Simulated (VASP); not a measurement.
Set up this calculation in VASP 6.6.1, as the native input.

- Task: single point
- Functional: revPBE
- Potentials or basis: VASP PAW PBE potentials, release 64 (Fe)
- Cutoff: 520 eV
- k mesh: 25 × 25 × 25
- Occupations: fermi-dirac, width 0.1 eV
- Spin: no spin polarisation
- Dipole correction: no
- Further INCAR settings: ALGO = Normal; EDIFF = 1e-06; NBANDS = 10

The structure of Fe lies in POSCAR:

```
Fe
1.0
    0.0000000000      1.7343749128      1.7343749128
    1.7343749128      0.0000000000      1.7343749128
    1.7343749128      1.7343749128      0.0000000000
Fe
1
Direct
    0.0000000000      0.0000000000      0.0000000000
```

One way to write it, as run:

INCAR

```
PREC = Accurate
ENCUT = 520
EDIFF = 1E-6
ISMEAR = -1
SIGMA = 0.1
LREAL = False
LASPH = True
NELM = 100
ALGO = Normal
ISIF = 2
LWAVE = False
LCHARG = True
GGA = RE
LELF = True
LVHAR = True
NBANDS = 10
```

KPOINTS

```
regular mesh
0
Gamma
  25 25 25
```

Potentials or basis: VASP PAW PBE potentials, release 64 (Fe).

The run is started by

```bash
$ cat potpaw_PBE.64/Fe/POTCAR > POTCAR
$ mpirun -np 1 vasp_std > vasp.out
```

Results of the run:

* Pressure: -0.5 GPa
* Band gap on the k mesh: zero (band 4 reaches 7.89 eV, above the bottom of band 5 at 5.87 eV)

Caveat: the PAW data sets were made with another functional, which shifts forces and pressure a little; the run has no spin polarisation, though such a crystal can be magnetic.

Wall time 20 s on 1 thread of Intel(R) Xeon(R) Platinum 8559C (Emerald Rapids), with other jobs on the host, peak memory 0.16 GiB.
